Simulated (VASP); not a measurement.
# LiF (a cell with a defect) in VASP: relaxation of the atoms with PBEsol

Aim: the relaxation of the atoms of LiF (a cell with a defect) with PBEsol.

All numbers are computed with VASP 6.6.1; they aren't measurements. Logs are shortened: lines on timing, memory, paths and dates and some standing lists are left out, and cuts for length are marked.

### 1 The cell of the first run

The cell holds a defect, 62 atoms: a = 8.015 Å, b = 8.015 Å, c = 8.015 Å, α = 90.00°, β = 90.00°, γ = 90.00°.

### 2 Relaxation of the atoms, PBEsol

Contents of INCAR:

```
ALGO = Normal
EDIFF = 1E-7
EDIFFG = -0.03
ENCUT = 650
GGA = PS
GGA_COMPAT = False
IBRION = 2
ISIF = 2
ISMEAR = -1
ISYM = -1
KPAR = 1
LASPH = True
LCHARG = False
LREAL = Auto
LWAVE = False
NELM = 120
NELMIN = 4
NSW = 100
PREC = Accurate
SIGMA = 0.05
```

Contents of KPOINTS:

```
explicit points
1
Reciprocal
  0.25000000   0.25000000   0.25000000 1
```

Contents of POSCAR:

```
LiF
1.0
    8.0151850000      0.0000000000      0.0000000000
    0.0000000000      8.0151850000      0.0000000000
    0.0000000000      0.0000000000      8.0151850000
F Li
31 31
Direct
    0.2520540000      0.9985750000      0.9972560000
    0.2499450000      0.0014450000      0.5030130000
    0.2517650000      0.5020660000      0.9978330000
    0.7519100000      0.0018710000      0.9982330000
    0.7483390000      0.9984890000      0.5049020000
    0.7508660000      0.4990400000      0.9996380000
    0.7506400000      0.5036380000      0.4972470000
    0.0000860000      0.2532920000      0.9974150000
    0.9997380000      0.2504560000      0.5018370000
    0.9995600000      0.7495030000      0.9997690000
    0.9959870000      0.7433870000      0.5013640000
    0.5057810000      0.2484270000      0.0001280000
    0.5032960000      0.2529100000      0.5002990000
    0.5013090000      0.7515840000      0.0015880000
    0.4982690000      0.7526570000      0.5054510000
    0.0006100000      0.9993460000      0.2488180000
    0.0003120000      0.0042970000      0.7518540000
    0.9969760000      0.5006310000      0.2507980000
    0.0050570000      0.4978670000      0.7492630000
    0.5008450000      0.9967220000      0.2527240000
    0.5036010000      0.9955970000      0.7476050000
    0.4979610000      0.5001080000      0.2485710000
    0.4974330000      0.5033570000      0.7497400000
    0.2501540000      0.2453180000      0.2490200000
    0.2506990000      0.2475220000      0.7533450000
    0.2487400000      0.7536580000      0.2494610000
    0.2444370000      0.7545080000      0.7519600000
    0.7501740000      0.2503430000      0.2538630000
    0.7540050000      0.2516760000      0.7497560000
    0.7469680000      0.7549170000      0.2513570000
    0.7499140000      0.7465020000      0.7513570000
    0.0000000000      0.0016370000      0.0031860000
    0.9959030000      0.9951020000      0.4997110000
    0.0028380000      0.5013680000      0.9977000000
    0.0002250000      0.4973750000      0.5029420000
    0.4986620000      0.9945710000      0.0050430000
    0.5043900000      0.0045820000      0.5004920000
    0.4992070000      0.5020340000      0.9981110000
    0.2516930000      0.2514710000      0.9959500000
    0.2473730000      0.2525730000      0.5011440000
    0.2522200000      0.7486480000      0.9961920000
    0.2495510000      0.7531300000      0.5024580000
    0.7535020000      0.2508600000      0.9987190000
    0.7474640000      0.2498020000      0.5005630000
    0.7495420000      0.7476380000      0.0000070000
    0.7504430000      0.7513330000      0.4988850000
    0.2530080000      0.0014730000      0.2475950000
    0.2487500000      0.9935120000      0.7471310000
    0.2493730000      0.5006230000      0.2473830000
    0.2531800000      0.5006050000      0.7521830000
    0.7536910000      0.9991010000      0.2484840000
    0.7501520000      0.0009220000      0.7516340000
    0.7495510000      0.4973980000      0.2542130000
    0.7536550000      0.5004910000      0.7524190000
    0.9985170000      0.2473170000      0.2509360000
    0.9962890000      0.2542620000      0.7504430000
    0.9990250000      0.7502130000      0.2475550000
    0.0026330000      0.7501500000      0.7491390000
    0.5013880000      0.2483770000      0.2505320000
    0.5025910000      0.2457910000      0.7534160000
    0.5007810000      0.7527760000      0.2489940000
    0.4993170000      0.7515530000      0.7506720000
```

Potentials or basis: VASP PAW PBE potentials, release 64 (F, Li_sv).

Command:

```
> cat potpaw_PBE.64/F/POTCAR potpaw_PBE.64/Li_sv/POTCAR > POTCAR
> mpirun -np 4 vasp_std > vasp.out
```

OUTCAR:

```text
EDIFF = 1E-7
   EDIFFG = -0.03
   ENCUT = 650
   GGA = PS
   IBRION = 2
   ISIF = 2
   ISMEAR = -1
   ISYM = -1
   LASPH = True
   LREAL = Auto
   NELM = 120
   NELMIN = 4
   NSW = 100
   PREC = Accurate

 ion  position               nearest neighbor table
   1  0.252  0.999  0.997-  36 1.98  41 2.00  48 2.01  47 2.01  32 2.02  39 2.03
   2  0.250  0.001  0.503-  48 1.96  42 1.99  40 2.01  33 2.04  37 2.04  47 2.05
   3  0.252  0.502  0.998-  50 1.97  41 1.98  38 1.98  34 2.00  49 2.00  39 2.01
   4  0.752  0.002  0.998-  52 1.98  32 1.99  43 2.00  51 2.01  36 2.03  45 2.04
   5  0.748  0.998  0.505-  37 1.96  52 1.98  46 1.98  33 1.98  44 2.01  51 2.06
   6  0.751  0.499  1.000-  54 1.98  43 1.99  45 1.99  38 2.02  34 2.02  53 2.04
   7  0.751  0.504  0.497-  53 1.95  46 1.99  35 2.00  44 2.03  54 2.05
   8  0.000  0.253  0.997-  43 1.98  56 1.98  34 1.99  39 2.02  32 2.02  55 2.03
   9  1.000  0.250  0.502-  35 1.98  40 1.98  56 1.99  55 2.01  44 2.02  33 2.05
  10  1.000  0.750  1.000-  57 1.99  34 1.99  45 2.00  58 2.01  32 2.02  41 2.03
  11  0.996  0.743  0.501-  46 1.97  35 1.97  58 1.99  33 2.02  42 2.03  57 2.04
  12  0.506  0.248  0.000-  60 1.98  43 1.99  59 2.01  38 2.03  36 2.04  39 2.04
  13  0.503  0.253  0.500-  44 1.96  37 1.99  59 2.00  60 2.03  40 2.05
  14  0.501  0.752  0.002-  36 1.95  61 1.98  45 1.99  41 2.00  38 2.00  62 2.01
  15  0.498  0.753  0.505-  62 1.97  42 1.99  37 2.02  46 2.02  61 2.06
  16  0.001  0.999  0.249-  32 1.97  51 1.98  55 1.99  57 2.00  33 2.01  47 2.02
  17  0.000  0.004  0.752-  48 1.99  56 2.00  52 2.01  32 2.01  33 2.02  58 2.04
  18  0.997  0.501  0.251-  53 1.98  57 2.00  35 2.02  49 2.02  34 2.03  55 2.03
  19  0.005  0.498  0.749-  56 1.95  35 1.97  50 1.99  34 1.99  54 2.02  58 2.02
  20  0.501  0.997  0.253-  61 1.96  36 1.99  37 1.99  47 1.99  59 2.02  51 2.03
  21  0.504  0.996  0.748-  62 1.96  52 1.98  37 1.98  60 2.01  48 2.04  36 2.06
  22  0.498  0.500  0.249-  49 1.99  38 2.01  53 2.02  59 2.02  61 2.03
[... 23 lines left out ...]
  46  0.750  0.751  0.499-  11 1.97   5 1.98  30 1.98   7 1.99  15 2.02  31 2.02
  47  0.253  0.001  0.248-  24 1.95  26 1.99  20 1.99   1 2.01  16 2.02   2 2.05
  48  0.249  0.994  0.747-  27 1.92   2 1.96  17 1.99   1 2.01  25 2.04  21 2.04
  49  0.249  0.501  0.247-  22 1.99   3 2.00  18 2.02  26 2.03  24 2.05
  50  0.253  0.501  0.752-  23 1.96   3 1.97  19 1.99  25 2.03  27 2.04
  51  0.754  0.999  0.248-  30 1.96  16 1.98   4 2.01  28 2.01  20 2.03   5 2.06
  52  0.750  0.001  0.752-   4 1.98  21 1.98   5 1.98  17 2.01  29 2.01  31 2.04
  53  0.750  0.497  0.254-   7 1.95  28 1.98  18 1.98  22 2.02   6 2.04  30 2.06
  54  0.754  0.500  0.752-  31 1.97   6 1.98  29 1.99  19 2.02   7 2.05  23 2.05
  55  0.999  0.247  0.251-  16 1.99  28 1.99   9 2.01  24 2.02  18 2.03   8 2.03
  56  0.996  0.254  0.750-  29 1.94  19 1.95   8 1.98   9 1.99  17 2.00  25 2.04
  57  0.999  0.750  0.248-  10 1.99  16 2.00  18 2.00  26 2.00  30 2.02  11 2.04
  58  0.003  0.750  0.749-  27 1.94  11 1.99  10 2.01  19 2.02  31 2.03  17 2.04
  59  0.501  0.248  0.251-  28 1.99  13 2.00  12 2.01  24 2.01  20 2.02  22 2.02
  60  0.503  0.246  0.753-  12 1.98  21 2.01  29 2.02  25 2.02  13 2.03  23 2.07
  61  0.501  0.753  0.249-  20 1.96  30 1.97  14 1.98  26 2.02  22 2.03  15 2.06
  62  0.499  0.752  0.751-  21 1.96  15 1.97  23 1.99  31 2.01  14 2.01  27 2.04

IMPORTANT INFORMATION: All symmetrisations will be switched off!
NOSYMM: (Re-)initialisation of all symmetry stuff for point group C_1.

----------------------------------------------------------------------------------------

                                     Primitive cell

  volume of cell :     514.9211

  direct lattice vectors                    reciprocal lattice vectors
     8.015185000  0.000000000  0.000000000     0.124763184  0.000000000  0.000000000
     0.000000000  8.015185000  0.000000000     0.000000000  0.124763184  0.000000000
     0.000000000  0.000000000  8.015185000     0.000000000  0.000000000  0.124763184

  length of vectors
     8.015185000  8.015185000  8.015185000     0.124763184  0.124763184  0.124763184

  position of ions in fractional coordinates (direct lattice)
     0.252054000  0.998575000  0.997256000
     0.249945000  0.001445000  0.503013000
     0.251765000  0.502066000  0.997833000
     0.751910000  0.001871000  0.998233000
     0.748339000  0.998489000  0.504902000
     0.750866000  0.499040000  0.999638000
[... 54 lines left out ...]
     0.500781000  0.752776000  0.248994000
     0.499317000  0.751553000  0.750672000

  ion indices of the primitive-cell ions
   primitive index   ion index
                 1           1
                 2           2
                 3           3
                 4           4
                 5           5
                 6           6
[... 54 lines left out ...]
                61          61
                62          62

----------------------------------------------------------------------------------------

 KPOINTS: explicit points

Read explicit list of k-points.

 Found      1 k-points:

 Following reciprocal coordinates:
            Coordinates               Weight
  0.250000  0.250000  0.250000      1.000000
   k-points           NKPTS =      1   k-points in BZ     NKDIM =      1   number of bands    NBANDS=    188
   number of dos      NEDOS =    301   number of ions     NIONS =     62
   total plane-waves  NPLWV = 343000
   dimension x,y,z NGX =    70 NGY =   70 NGZ =   70
   dimension x,y,z NGXF=   140 NGYF=  140 NGZF=  140
   ions per type =              31  31
   NGX,Y,Z   is equivalent  to a cutoff of  14.52, 14.52, 14.52 a.u.
   NGXF,Y,Z  is equivalent  to a cutoff of  29.04, 29.04, 29.04 a.u.
 SYSTEM =  unknown system
   PREC   = accura    normal or accurate (medium, high low for compatibility)
   ISTART =      0    job   : 0-new  1-cont  2-samecut
   ICHARG =      2    charge: 1-file 2-atom 10-const
   ISPIN  =      1    spin polarized calculation?
   LNONCOLLINEAR =      F non collinear calculations
   LSORBIT =      F    spin-orbit coupling
   LASPH  =      T    aspherical Exc in radial PAW
   ENCUT  =  650.0 eV  47.77 Ry    6.91 a.u.  16.66 16.66 16.66*2*pi/ulx,y,z
   NELM   =    120;   NELMIN=  4; NELMDL= -5     # of ELM steps
   EDIFF  = 0.1E-06   stopping-criterion for ELM
   LREAL  =      T    real-space projection
   EDIFFG = -.3E-01   stopping-criterion for IOM
   NSW    =    100    number of steps for IOM
   IBRION =      2    ionic relax: 0-MD 1-quasi-New 2-CG
   NFREE  =      1    steps in history (QN), initial steepest desc. (CG)
   ISIF   =      2    stress and relaxation
   ISYM   =     -1    0-nonsym 1-usesym 2-fastsym
   POTIM  = 0.5000    time-step for ionic-motion
   TEBEG  =    0.0;   TEEND  =   0.0 temperature during run
   PSTRESS=    0.0 pullay stress
   NELECT =     310.0000    total number of electrons
   NUPDOWN=      -1.0000    fix difference up-down
   EMIN   =  10.00;   EMAX   =-10.00  energy-range for DOS
   EFERMI =   0.00;   METHOD = LEGACY
   ISMEAR =    -1;   SIGMA  =   0.05  broadening in eV -4-tet -1-fermi 0-gaus
   EFERMI_NEDOS =   21; number of points for ismear=-14 and -15
   IALGO  =     38    algorithm
   IMIX   =      4    mixing-type and parameters
     AMIX     =   0.40;   BMIX     =  1.00
     AMIX_MAG =   1.60;   BMIX_MAG =  1.00
  volume/ion in A,a.u.               =       8.31        56.05
  Fermi-wavevector in a.u.,A,eV,Ry     =   1.382341  2.612246 25.998918  1.910867
  Thomas-Fermi vector in A             =   2.507041
   LORBIT       =      0    0 simple, 1 ext, 2 COOP (PROOUT), +10 PAW based schemes
   GGA     = PS    functional components
   LHFCALC =     F    Hartree Fock is set to
   AEXX    =    0.0000 exact exchange contribution
   IVDW    =     0    specifies the selected vdW correction
   LEPSILON=     F    determine dielectric tensor
   LRPA    =     F    only Hartree local field effects (RPA)
 conjugate gradient relaxation of ions
 non-spin polarized calculation
  energy-cutoff  :      650.00
  volume of cell :      514.92
 maximum number of plane-waves:     19339
 NGX is ok and might be reduce to    70
   NGX = 33   NGY = 33   NGZ = 33

--------------------------------------- Ionic step        1  -------------------------------------------

 number of electron     310.0000011 magnetization

 Free energy of the ion-electron system (eV)
  ---------------------------------------------------
  ext. energy  EPLUGINS =         0.00000000
  ---------------------------------------------------
  free energy    TOTEN  =      -302.86904544 eV

  energy without entropy =     -302.86904544  energy(sigma->0) =     -302.86904544

------------------------ aborting loop because EDIFF is reached ----------------------------------------

  FORCE on cell =-STRESS in cart. coord.  units (eV):
  Direction    XX          YY          ZZ          XY          YZ          ZX
  --------------------------------------------------------------------------------------
  -------------------------------------------------------------------------------------
  Total       -5.6639370     -1.9341917     -2.0044027     -0.1145740      0.0292776     -0.0782699
  in kB      -17.6233451     -6.0182393     -6.2367009     -0.3564971      0.0910973     -0.2435367
  external PRESSURE =      -9.9594284 kB  Pullay stress =       0.0000000 kB
[... 753 lines left out ...]
  energy  without entropy=     -304.2524833169  energy(sigma->0) =     -304.25248332

--------------------------------------- Ionic step        9  -------------------------------------------

 number of electron     310.0000113 magnetization

 Free energy of the ion-electron system (eV)
  ---------------------------------------------------
  ext. energy  EPLUGINS =         0.00000000
  ---------------------------------------------------
  free energy    TOTEN  =      -304.25516579 eV

  energy without entropy =     -304.25516579  energy(sigma->0) =     -304.25516579

 E-fermi :   0.1216     XC(G=0): -10.0566

 val. band max:       -1.1173034983   @ k =   0.2500   0.2500   0.2500
 cond. band min:       6.4588582154   @ k =   0.2500   0.2500   0.2500
 fundamental gap:      7.5761617136
 Fermi energy:         0.1216430439

 k-point     1 :       0.2500    0.2500    0.2500
  band No.  band energies     occupation
      1     -41.5549      2.00000
      2     -41.5475      2.00000
      3     -41.5412      2.00000
      4     -41.5357      2.00000
      5     -41.5100      2.00000
      6     -41.4984      2.00000
[... 159 lines left out ...]
    166      10.1855      0.00000
    167      10.5093      0.00000
 [bands above 167 left out]

------------------------ aborting loop because EDIFF is reached ----------------------------------------

  FORCE on cell =-STRESS in cart. coord.  units (eV):
  Direction    XX          YY          ZZ          XY          YZ          ZX
  --------------------------------------------------------------------------------------
  -------------------------------------------------------------------------------------
  Total       -2.0827679     -0.7997844     -0.8181917     -0.1315532     -0.1332180     -0.0965073
  in kB       -6.4805343     -2.4885299     -2.5458044     -0.4093280     -0.4145080     -0.3002824
  external PRESSURE =      -3.8382895 kB  Pullay stress =       0.0000000 kB
[... 77 lines left out ...]
  FREE ENERGIE OF THE ION-ELECTRON SYSTEM (eV)
  ---------------------------------------------------
  free  energy   TOTEN  =      -304.2551657932 eV

  energy  without entropy=     -304.2551657931  energy(sigma->0) =     -304.25516579

 reached required accuracy - stopping structural energy minimisation
```

Wall time 8.4 min (4 MPI ranks of AMD EPYC 7R43 (Zen 3), shared host); peak memory 0.29 GiB.

What came out:

| Item | Value |
| --- | --- |
| Free energy | -304.2552 eV |
| Energy gained by relaxing | 22.4 meV/atom |
| Ionic steps | 9 |
| Pressure after relaxing | -0.4 GPa |
| Largest force after relaxing | 0.028 eV/Å |
| Band gap on the k mesh | 7.58 eV |

Forces on the atoms (eV/Å):
```
F    0.011 -0.001  0.003
F    0.008 -0.005 -0.003
F   -0.003 -0.002 -0.001
F   -0.010 -0.001  0.004
F   -0.007  0.007 -0.008
F   -0.014  0.000 -0.007
F   -0.019 -0.003 -0.002
F   -0.009  0.004  0.004
F    0.004  0.008 -0.001
F   -0.002 -0.001  0.001
F    0.005 -0.014  0.003
F    0.016  0.001  0.000
F   -0.001  0.016 -0.001
F    0.016  0.000  0.004
F   -0.011 -0.020  0.003
F   -0.004  0.003  0.006
F    0.004 -0.002 -0.007
F    0.008  0.000  0.010
F   -0.002  0.002 -0.005
F    0.014 -0.006 -0.007
F    0.011  0.002 -0.002
F   -0.013  0.000  0.017
F   -0.023 -0.001 -0.015
F    0.002 -0.003  0.005
F    0.001  0.007 -0.003
F    0.006 -0.001  0.002
F    0.002 -0.007  0.000
F    0.002 -0.001 -0.002
F    0.002 -0.008 -0.002
F    0.001  0.011 -0.001
F   -0.004  0.002  0.000
Li  -0.021 -0.005  0.002
Li   0.008  0.014  0.001
Li  -0.006 -0.003  0.002
Li   0.000  0.001  0.001
Li   0.011  0.008 -0.001
Li   0.005 -0.007 -0.005
Li   0.001 -0.002  0.004
Li  -0.004  0.009  0.013
Li  -0.005  0.010 -0.002
Li   0.009 -0.007  0.009
Li   0.012 -0.013  0.002
Li   0.003 -0.011  0.001
Li  -0.005  0.002 -0.012
Li   0.009  0.007 -0.002
Li  -0.004 -0.006 -0.001
Li   0.009 -0.006  0.000
Li   0.008  0.003 -0.002
Li   0.006  0.001  0.012
Li  -0.008 -0.002  0.008
Li   0.003  0.002  0.001
Li   0.003  0.003 -0.008
Li  -0.002  0.000  0.004
Li  -0.005 -0.003 -0.008
Li  -0.002  0.012  0.008
Li   0.003  0.012 -0.008
Li   0.012 -0.006  0.008
Li   0.011 -0.007 -0.009
Li  -0.005 -0.007  0.001
Li  -0.018  0.001 -0.003
Li  -0.004  0.007 -0.018
Li  -0.014  0.004  0.008
```

Step by step:
```
step  energy change (eV)  largest force (eV/Å)  pressure (GPa)
   1              0.0000                1.7117           -1.00
   2             -0.8462                0.9219           -0.87
   3             -1.1903                0.6926           -0.53
   4             -1.2932                0.3001           -0.53
   5             -1.3539                0.1677           -0.45
   6             -1.3542                0.1904           -0.45
   7             -1.3764                0.1032           -0.42
   8             -1.3834                0.0475           -0.38
   9             -1.3861                0.0278           -0.38
```

Final structure:
```
F Li
1.0
     8.01519    0.00000    0.00000
     0.00000    8.01519    0.00000
     0.00000    0.00000    8.01519
F Li
31 31
Direct
  0.24870 0.00007 0.00015
  0.24575 0.00031 0.50035
  0.24663 0.50019 0.99977
  0.75240 0.00008 0.00046
  0.75401 0.99991 0.50068
  0.75456 0.50008 0.00050
  0.75547 0.50029 0.50048
  0.00264 0.25066 0.00010
  0.01025 0.25644 0.50031
  0.00227 0.74934 0.00014
  0.00983 0.74406 0.50014
  0.49923 0.24828 0.00028
  0.49578 0.23789 0.50059
  0.49892 0.75185 0.00028
  0.49564 0.76278 0.50037
  0.00207 0.99996 0.25078
  0.00201 0.00010 0.74985
  0.01020 0.50004 0.25644
  0.01089 0.50008 0.74356
  0.49883 0.00027 0.24896
  0.49926 0.00001 0.75228
  0.49585 0.50009 0.23790
  0.49663 0.50022 0.76270
  0.25102 0.25530 0.25518
  0.25137 0.25494 0.74526
  0.25068 0.74499 0.25531
  0.25106 0.74525 0.74488
  0.75120 0.25140 0.25187
  0.75144 0.25171 0.74920
  0.75097 0.74848 0.25171
  0.75142 0.74867 0.74914
  0.99937 0.00036 0.00021
  0.99598 0.99939 0.50028
  0.99701 0.50003 0.99997
  0.97970 0.50001 0.50006
  0.50245 0.99961 0.00072
  0.50585 0.00048 0.50077
  0.50597 0.50043 0.00026
  0.25285 0.24745 0.99940
  0.25730 0.22887 0.50041
  0.25208 0.75272 0.99977
  0.25639 0.77180 0.50003
  0.74906 0.25107 0.00051
  0.73792 0.25765 0.50091
  0.74869 0.74913 0.00067
  0.73775 0.74289 0.50042
  0.25190 0.00043 0.24795
  0.25214 0.99995 0.75252
  0.25688 0.50005 0.22846
  0.25802 0.50024 0.77081
  0.74872 0.00010 0.25098
  0.74902 0.99992 0.75025
  0.73777 0.49993 0.25782
  0.73831 0.50033 0.74328
  0.00037 0.25142 0.25177
  0.00043 0.25150 0.74860
  0.99961 0.74837 0.25150
  0.99985 0.74843 0.74882
  0.50074 0.25682 0.25689
  0.50167 0.25631 0.74441
  0.50038 0.74333 0.25771
  0.50121 0.74365 0.74351
```

Caveat: the PAW data sets were made with another functional, which shifts forces and pressure a little.
